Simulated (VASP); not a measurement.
Set up this calculation in VASP 6.6.1, as the native input.

| Item | Value |
| --- | --- |
| Task | single point |
| Functional | LDA |
| Potentials or basis | VASP PAW LDA potentials, release 64 (B, P) |
| Cutoff | 520 eV |
| k mesh | 8 × 8 × 8 |
| Occupations | gaussian, width 0.01 eV |
| Spin | no spin polarisation |
| Dipole correction | no |
| Further INCAR settings | ALGO = Normal; EDIFF = 1e-06; NBANDS = 11 |

The structure of BP lies in POSCAR:

```
BP
1.0
    0.0000000000      2.2291255772      2.2291255772
    2.2291255772      0.0000000000      2.2291255772
    2.2291255772      2.2291255772      0.0000000000
B P
1 1
Direct
    0.0000000000      0.0000000000      0.0000000000
    0.7500000000      0.7500000000      0.7500000000
```

The input as run:

INCAR

```
SYSTEM = BP
PREC = Accurate
ENCUT = 520
EDIFF = 1E-6
ISMEAR = 0
SIGMA = 0.01
LREAL = .False.
LASPH = .True.
NELM = 100
ALGO = Normal
ISIF = 2
LWAVE = .False.
LCHARG = .True.
LELF = .True.
LVHAR = .True.
NBANDS = 11
```

KPOINTS

```
Automatic mesh
0
Gamma
  8 8 8
  0 0 0
```

Potentials or basis: VASP PAW LDA potentials, release 64 (B, P).

Run with:

```bash
$ cat potpaw_LDA.64/B/POTCAR potpaw_LDA.64/P/POTCAR > POTCAR
$ mpirun -np 1 vasp_std > vasp.out
```

Results of the run:

```
Pressure               : 3.8 GPa
Band gap on the k mesh : 1.16 eV, indirect (least direct gap 3.47 eV)
```

Run time: 3.1 s on 1 thread of AMD EPYC 9R45 96-Core Processor (Zen 5), with other jobs on the host, peak memory 0.09 GiB.
